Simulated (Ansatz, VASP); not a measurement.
## Two plane-wave programs on CuF

```
Cu F
1.0
    -2.09690    2.09690    1.86366
     2.09690   -2.09690    1.86366
     2.09690    2.09690   -1.86366
Cu F
1 1
Direct
  0.00000 0.00000 0.00000
  0.50000 0.50000 0.00000
```

Alike in both runs: functional PBE; k mesh 10 × 10 × 10; occupations gaussian, width 0.02 eV; no spin polarisation.

Ansatz relaxed the structure, and its values are those at the end. VASP's run is a single point on that final structure, the one shown.

|  | VASP | Ansatz |
| --- | --- | --- |
| version | VASP 6.6.1 | Ansatz 0.2.0 |
| potentials or method | VASP PAW PBE potentials, release 64 (Cu_sv_GW, F), cutoff 820 eV | scalar-relativistic, plane waves, PAW |
| valence electrons in the cell | 26 | 26 |

Ansatz gave:

- gap on the k mesh at the Fermi level (eV): 0.67
- pressure (GPa): 0.0

Which values does VASP return?

gap on the k mesh at the Fermi level (eV): 0.66; pressure (GPa): -0.4.

With one functional, cell and mesh, what is left measures potentials, basis and numerics.
